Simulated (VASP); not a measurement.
A run of VASP 6.6.1:

INCAR

```
SYSTEM = La
PREC = Accurate ; ENCUT = 520
EDIFF = 1E-6 ; ISMEAR = -1
SIGMA = 0.05 ; LREAL = .False.
LASPH = .True. ; NELM = 150
ALGO = Normal ; ISIF = 2
LWAVE = .False. ; LCHARG = .True.
ISPIN = 2 ; MAGMOM = 0.279
LORBIT = 11 ; LMAXMIX = 6
GGA = PE ; LELF = .True.
LVHAR = .True. ; NBANDS = 16
```

File KPOINTS:

```
regular mesh
0
Gamma
  17 17 17
  0 0 0
```

File POSCAR:

```
La
1.0
   -2.0582841913      2.0582841913      2.0582841913
    2.0582841913     -2.0582841913      2.0582841913
    2.0582841913      2.0582841913     -2.0582841913
La
1
Direct
    0.0000000000      0.0000000000      0.0000000000
```

Potentials or basis: VASP PAW PBE potentials, release 64 (La).

Launch:

```console
$ cat potpaw_PBE.64/La/POTCAR > POTCAR
$ mpirun -np 1 vasp_std > vasp.out
```

Hardware: 1 thread of Intel(R) Xeon(R) 6975P-C (Granite Rapids), on a shared host.

Estimate the wall time of this run.

It took 98 s on 1 thread of Intel(R) Xeon(R) 6975P-C (Granite Rapids), with other jobs on the host, peak memory 0.3 GiB. Counts: scf iterations 15, k points 165.
